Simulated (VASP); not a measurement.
# Rh (P6_3/mmc) in VASP: a series of runs, part 2 of 2

VASP 6.6.1. Earlier steps stand in the parts before.

## Step 4: Single point, BLYP (volume scaled by 1.08)

The input, INCAR:

```
SYSTEM = Rh
AGGAC = 1.0
AGGAX = 1.0
ALDAC = 0.0
ALDAX = 1.0
ALGO = Normal
EDIFF = 1E-6
ENCUT = 520
GGA = B5
ISIF = 2
ISMEAR = -1
LASPH = .True.
LCHARG = .False.
LREAL = .False.
LWAVE = .False.
NBANDS = 22
NELM = 80
PREC = Accurate
SIGMA = 0.1
```

The input, KPOINTS:

```
k-points
0
Gamma
  15 15 8
  0 0 0
```

The input, POSCAR:

```
Rh
1.0
    2.8491115009      0.0000000000      0.0000000000
   -1.4245557504      2.4674029380      0.0000000000
    0.0000000000      0.0000000000      4.5823479661
Rh
2
Direct
    0.3333333333      0.6666666667      0.2500000000
    0.6666666667      0.3333333333      0.7500000000
```

Potentials or basis: VASP PAW PBE potentials, release 64 (Rh_pv).

On the command line:

```
cat potpaw_PBE.64/Rh_pv/POTCAR > POTCAR
mpirun -np 1 vasp_std > vasp.out
```

OUTCAR:

```text
SYSTEM = Rh
   EDIFF = 1E-6
   ENCUT = 520
   GGA = B5
   ISIF = 2
   ISMEAR = -1
   LASPH = .True.
   LREAL = .False.
   NELM = 80
   PREC = Accurate

 ion  position               nearest neighbor table
   1  0.333  0.667  0.250-   2 2.82   2 2.82   2 2.82   2 2.82   2 2.82   2 2.82
   2  0.667  0.333  0.750-   1 2.82   1 2.82   1 2.82   1 2.82   1 2.82   1 2.82

  LATTYP: Found a hexagonal cell.
 ALAT       =     2.8491115009
 C/A-ratio  =     1.6083427990

  Lattice vectors:

 A1 = (   2.8491115009,   0.0000000000,   0.0000000000)
[... 190 lines left out ...]
      3     -36.2321      2.00000
      4     -36.1805      2.00000
      5     -36.1655      2.00000
      6     -36.1655      2.00000
[... 589 lines left out ...]
     21      21.0222      0.00000
     22      22.8352      0.00000

 [... further k-points ...]
[... 5 lines left out ...]
  --------------------------------------------------------------------------------------
  -------------------------------------------------------------------------------------
  Total       -2.5280281     -2.5280281     -2.6512706     -0.0000000     -0.0000000      0.0000000
  in kB     -125.7346248   -125.7346248   -131.8642451     -0.0000000     -0.0000000      0.0000000
  external PRESSURE =    -127.7778316 kB  Pullay stress =       0.0000000 kB

 VOLUME and BASIS-vectors are now :
 -----------------------------------------------------------------------------
  energy-cutoff  :      520.00
  volume of cell :       32.21
      direct lattice vectors                 reciprocal lattice vectors
     2.849111501  0.000000000  0.000000000     0.350986614  0.202642216  0.000000000
    -1.424555750  2.467402938  0.000000000     0.000000000  0.405284433  0.000000000
     0.000000000  0.000000000  4.582347966     0.000000000  0.000000000  0.218228735

 POSITION                                       TOTAL-FORCE (eV/Angst)
 -----------------------------------------------------------------------------------
     -0.00000      1.64494      1.14559        -0.000000     -0.000000      0.000000
      1.42456      0.82247      3.43676         0.000000      0.000000      0.000000
 -----------------------------------------------------------------------------------
    total drift:                               -0.000000      0.000000     -0.000000

  FREE ENERGIE OF THE ION-ELECTRON SYSTEM (eV)
  ---------------------------------------------------
  free  energy   TOTEN  =       -12.2154764902 eV

  energy  without entropy=      -12.0715204679  energy(sigma->0) =      -12.14349848
```

OSZICAR:

```text
N       E                     dE             d eps       ncg     rms          rms(c)
DAV:   1     0.327989251896E+03    0.32799E+03   -0.19134E+04  5948   0.154E+03
DAV:   2    -0.609023741484E+01   -0.33408E+03   -0.32260E+03  6216   0.464E+02
DAV:   3    -0.130247721664E+02   -0.69345E+01   -0.68833E+01  6888   0.753E+01
DAV:   4    -0.130717476556E+02   -0.46975E-01   -0.46971E-01  6706   0.629E+00
DAV:   5    -0.130724910877E+02   -0.74343E-03   -0.74343E-03  7056   0.818E-01    0.957E+00
DAV:   6    -0.122294336792E+02    0.84306E+00   -0.23943E+00  6480   0.156E+01    0.286E+00
DAV:   7    -0.122192077795E+02    0.10226E-01   -0.16540E-02  6642   0.124E+00    0.160E+00
DAV:   8    -0.122155013796E+02    0.37064E-02   -0.42273E-03  6534   0.734E-01    0.751E-02
DAV:   9    -0.122154649865E+02    0.36393E-04   -0.70590E-05  7112   0.864E-02    0.186E-02
DAV:  10    -0.122154769330E+02   -0.11946E-04   -0.12911E-05  6576   0.308E-02    0.408E-03
DAV:  11    -0.122154764902E+02    0.44280E-06   -0.23980E-07  4098   0.466E-03
   1 F= -.12215476E+02 E0= -.12143498E+02  d E =-.143956E+00
```

Run time: 38 s. Hardware: 1 thread of Intel Xeon Platinum 8375C at 2.90GHz (Ice Lake), shared host; peak memory 0.2 GiB.

Results:

| Item | Value |
| --- | --- |
| Free energy | -12.2155 eV |
| Pressure | -12.8 GPa |
| Band gap on the k mesh | zero (band 15 reaches 10.28 eV, above the bottom of band 16 at 8.50 eV) |

Stress tensor (GPa, compression positive):
```
-12.57   0.00   0.00
  0.00 -12.57   0.00
  0.00   0.00 -13.19
```

Caveat: the PAW data sets were made with another functional, which shifts forces and pressure a little.

## Step 5: Single point, BLYP (volume scaled by 1.12)

The input, INCAR:

```
AGGAC = 1.0
AGGAX = 1.0
ALDAC = 0.0
ALDAX = 1.0
ALGO = Normal
EDIFF = 1E-7
ENCUT = 520
GGA = B5
ISIF = 2
ISMEAR = -1
LASPH = T
LCHARG = F
LREAL = F
LWAVE = F
NBANDS = 22
NELM = 60
PREC = Accurate
SIGMA = 0.1
```

The input, KPOINTS:

```
k-points
0
Gamma
  15 15 8
```

The input, POSCAR:

```
Rh
1.0
    2.8838601878      0.0000000000      0.0000000000
   -1.4419300939      2.4974961836      0.0000000000
    0.0000000000      0.0000000000      4.6382357664
Rh
2
Direct
    0.3333333333      0.6666666667      0.2500000000
    0.6666666667      0.3333333333      0.7500000000
```

On the command line:

```
cat potpaw_PBE.64/Rh_pv/POTCAR > POTCAR
mpirun -np 1 vasp_std > vasp.out
```

Wall time 47 s (1 thread of Intel Xeon Platinum 8375C at 2.90GHz (Ice Lake), shared host); peak memory 0.21 GiB.

The run converged. Its results:

```
Free energy            : -12.1037 eV
Pressure               : -17.2 GPa
Band gap on the k mesh : zero (band 15 reaches 9.68 eV, above the bottom of band 16 at 8.02 eV)
```

Stress tensor (GPa, compression positive):
```
-16.97   0.00   0.00
  0.00 -16.97   0.00
  0.00   0.00 -17.76
```

Levels at points of the mesh, in eV from the Fermi level:
```csv
k point,band 13,band 14,band 15,band 16,band 17,band 18
"(0.00, 0.00, 0.00)",-1.83,-1.43,-1.43,0.11,0.11,1.33
"(0.00, 0.00, 0.50)",-2.31,-2.31,-0.33,-0.33,-0.33,-0.33
```

Caveat: the PAW data sets were made with another functional, which shifts forces and pressure a little.

## Step 6: Overview

| cell | gap on the mesh (eV) | pressure (GPa) |
| --- | --- | --- |
| a = 2.739, b = 2.739, c = 4.406 Å, angles 90.0, 90.0, 120.0°, 2 atoms | none | 10.1 |
| a = 2.777, b = 2.777, c = 4.466 Å, angles 90.0, 90.0, 120.0°, 2 atoms | none | 0.5 |
| a = 2.849, b = 2.849, c = 4.582 Å, angles 90.0, 90.0, 120.0°, 2 atoms | none | -12.8 |
| a = 2.884, b = 2.884, c = 4.638 Å, angles 90.0, 90.0, 120.0°, 2 atoms | none | -17.2 |

Alike in all rows: task single point; level BLYP; potentials or basis VASP PAW PBE potentials, release 64 (Rh_pv); no spin polarisation; k mesh 15 × 15 × 8; cutoff (eV) 520; smearing fermi-dirac 0.1 eV.

Caveats: the PAW data sets were made with another functional, which shifts forces and pressure a little.

Absolute energies hang on the potentials; compare differences alone.
